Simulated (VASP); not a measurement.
Set up this calculation in VASP 6.6.1, as the native input.

```yaml
Task: single point
Functional: r2SCAN
Potentials_or_basis: VASP PAW PBE potentials, release 64 (W_sv, C)
Cutoff: 520 eV
k_mesh: 12 × 12 × 12
Occupations: fermi-dirac, width 0.25 eV
Spin: no spin polarisation
Dipole_correction: no
Further_INCAR_settings: ALGO = Normal; EDIFF = 1e-06; NBANDS = 16
```

Crystal: WC.

```
CELL_PARAMETERS angstrom
0.00000 2.19268 2.19268
2.19268 0.00000 2.19268
2.19268 2.19268 0.00000
ATOMIC_POSITIONS crystal
W 0.00000 0.00000 0.00000
C 0.50000 0.50000 0.50000
```

These files were run (other wordings do the same):

POSCAR

```
WC
1.0
    0.0000000000      2.1926840000      2.1926840000
    2.1926840000      0.0000000000      2.1926840000
    2.1926840000      2.1926840000      0.0000000000
W C
1 1
Direct
    0.0000000000      0.0000000000      0.0000000000
    0.5000000000      0.5000000000      0.5000000000
```

INCAR.step1

```
ALGO = Normal
EDIFF = 1E-4
ENCUT = 520
GGA = PE
ISMEAR = -1
LASPH = True
LCHARG = False
LREAL = False
LWAVE = True
NBANDS = 16
NELM = 100
PREC = Accurate
SIGMA = 0.25
```

INCAR.step2

```
ALGO = Normal
EDIFF = 1E-6
ENCUT = 520
ISIF = 2
ISMEAR = -1
ISTART = 1
LASPH = True
LCHARG = True
LELF = True
LMIXTAU = True
LREAL = False
LVHAR = True
LWAVE = False
METAGGA = R2SCAN
NBANDS = 16
NELM = 100
PREC = Accurate
SIGMA = 0.25
```

KPOINTS

```
k-points
0
Gamma
  12 12 12
```

Potentials or basis: VASP PAW PBE potentials, release 64 (W_sv, C).

Launch:

```console
$ cat potpaw_PBE.64/W_sv/POTCAR potpaw_PBE.64/C/POTCAR > POTCAR
$ cp INCAR.step1 INCAR
$ mpirun -np 1 vasp_std > vasp.out
$ cp INCAR.step2 INCAR
$ mpirun -np 1 vasp_std > vasp.out
```

It gave:

| Quantity | Value |
| --- | --- |
| Pressure | -2.5 GPa |
| Band gap on the k mesh | zero (band 9 reaches 13.50 eV, above the bottom of band 10 at 10.19 eV) |

Caveat: the PAW data sets were made with another functional, which shifts forces and pressure a little; spin-orbit coupling is left out, which moves the levels of the heavy elements.

It took 75 s on 1 thread of AMD EPYC 9R45 96-Core Processor (Zen 5) (shared host), peak memory 0.13 GiB.
